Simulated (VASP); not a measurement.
# MgO: single point with PBE

The system is MgO.

```
Mg O
1.0
     0.00000    2.13515    2.13515
     2.13515    0.00000    2.13515
     2.13515    2.13515    0.00000
Mg O
1 1
Direct
  0.00000 0.00000 0.00000
  0.50585 0.50585 0.49415
```

This cell differs from its parent crystal: all O atoms moved +0.025 Å, as atom 2 along Cartesian [0 0 1].

```json
{
 "Program": "VASP 6.6.1",
 "Task": "single point",
 "Functional": "PBE",
 "Potentials or basis": "VASP PAW PBE potentials, release 64 (Mg, O)",
 "Cutoff": "520 eV",
 "k mesh": "10 × 10 × 10",
 "Occupations": "gaussian, width 0.05 eV",
 "Spin": "no spin polarisation"
}
```

* Pressure: -2.4 GPa
* Largest force: 0.113 eV/Å
* Band gap on the k mesh: 4.34 eV, direct

Forces in eV/Å, atoms in the order of the input:
```
Mg   0.000  0.000  0.113
O    0.000  0.000 -0.113
```

Stress tensor (GPa, compression positive):
```
-2.46  0.00  0.00
 0.00 -2.46  0.00
 0.00  0.00 -2.27
```

Levels at points of the mesh, in eV from the valence-band top:
| k point | band 1 | band 2 | band 3 | band 4 | band 5 | band 6 | band 7 | band 8 | band 9 |
| --- | --- | --- | --- | --- | --- | --- | --- | --- | --- |
| (0.00, 0.00, 0.00) | -17.06 | 0.00 | 0.00 | 0.00 | 4.34 | 15.57 | 15.57 | 15.57 | 19.37 |
| (0.50, 0.00, 0.00) | -15.87 | -4.44 | -0.61 | -0.61 | 7.64 | 12.14 | 15.89 | 15.89 | 20.28 |
| (0.50, 0.50, 0.00) | -15.63 | -3.92 | -1.29 | -1.29 | 9.07 | 9.52 | 12.67 | 18.35 | 18.35 |
| (0.00, 0.50, 0.50) | -15.63 | -3.92 | -1.29 | -1.29 | 9.07 | 9.52 | 12.67 | 18.35 | 18.36 |

Wall time 14 s on 1 thread of Intel(R) Xeon(R) 6975P-C (Granite Rapids), with other jobs on the host, peak memory 0.15 GiB.

Caveat: the cell differs from its parent crystal (all O atoms moved +0.025 Å, as atom 2 along Cartesian [0 0 1]).
